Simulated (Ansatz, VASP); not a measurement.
# HfIn4SiO6: VASP beside Ansatz

File INCAR:

```
PREC = Accurate
ENCUT = 520
EDIFF = 1E-7
ISMEAR = -1
SIGMA = 0.05
LREAL = F
LASPH = T
NELM = 100
ALGO = Normal
ISIF = 2
LWAVE = F
LCHARG = T
GGA = PE
LELF = T
LVHAR = T
NBANDS = 63
```

Contents of KPOINTS:

```
regular mesh
0
Gamma
  4 4 3
```

POSCAR

```
HfIn4SiO6
1.0
    2.7338362858     -4.7347203780      0.0083851672
    2.7338362858      4.7347203780      0.0083851672
   -1.8915950647      0.0000000000      7.4502864616
Hf In Si O
1 4 1 6
Direct
    0.7883500000      0.2116500000      0.0000000000
    0.6217500000      0.3782500000      0.5000000000
    0.4550200000      0.5449800000      0.0000000000
    0.2840700000      0.7159300000      0.5000000000
    0.9581400000      0.0418600000      0.5000000000
    0.1216800000      0.8783200000      0.0000000000
    0.0621900000      0.1141500000      0.8666600000
    0.8858500000      0.9378100000      0.1333400000
    0.7949000000      0.5378400000      0.8666300000
    0.4621600000      0.2051000000      0.1333700000
    0.1535200000      0.6287900000      0.1333300000
    0.3712100000      0.8464800000      0.8666700000
```

File input.yaml:

```yaml
crystal:
  lattice:
    - [2.7338362858, -4.734720378, 0.0083851672]
    - [2.7338362858, 4.734720378, 0.0083851672]
    - [-1.8915950647, 0.0, 7.4502864616]
  atoms:
    - { symbol: Hf, position: [0.78835, 0.21165, 0.0] }
    - { symbol: In, position: [0.62175, 0.37825, 0.5] }
    - { symbol: In, position: [0.45502, 0.54498, 0.0] }
    - { symbol: In, position: [0.28407, 0.71593, 0.5] }
    - { symbol: In, position: [0.95814, 0.04186, 0.5] }
    - { symbol: Si, position: [0.12168, 0.87832, 0.0] }
    - { symbol: O, position: [0.06219, 0.11415, 0.86666] }
    - { symbol: O, position: [0.88585, 0.93781, 0.13334] }
    - { symbol: O, position: [0.7949, 0.53784, 0.86663] }
    - { symbol: O, position: [0.46216, 0.2051, 0.13337] }
    - { symbol: O, position: [0.15352, 0.62879, 0.13333] }
    - { symbol: O, position: [0.37121, 0.84648, 0.86667] }
kpoints:
  mp_grid: { grid: [4, 4, 3] }
scf:
  occupations: { method: fermi_dirac, width: 0.05 }
hamiltonian:
  xc: pbe
  pseudopotentials: { kind: all_electron, lapw: { basis_error: 0.003 } }
output:
  forces: true
  stress: true
  eigenvalues: true
```

Change from the starting cell: volume scaled by 1.02.

Alike in both runs: task single point; functional PBE; k mesh 4 × 4 × 3; occupations fermi-dirac, width 0.05 eV; no spin polarisation.

```csv
,VASP,Ansatz
version,VASP 6.6.1,Ansatz 0.2.0
potentials or method,"VASP PAW PBE potentials, release 64 (Hf_pv, In_d, Si, O), cutoff 520 eV","all-electron LAPW, scalar-relativistic"
```

VASP gave:

- gap on the k mesh at the Fermi level (eV): none
- pressure (GPa): -3.0
- traceless stress, the component that is largest in VASP (GPa): 0.96
- rms of the force components (eV/Å): 0.117

Question: What did Ansatz give for the same quantities?

Answer: gap on the k mesh at the Fermi level (eV): none; pressure (GPa): -2.6; traceless stress, the component that is largest in VASP (GPa): 0.87; rms of the force components (eV/Å): 0.076.

Atom by atom the forces differ by 0.054 eV/Å (rms over components). A gap of «none» marks a metal or a gap that the smearing closes. Ansatz ran all-electron here, and VASP with PAW potentials.

Spin-orbit coupling is off throughout. Noted on Ansatz's run: the k mesh is thin for a metal, which can move the energy by tens of meV per atom.
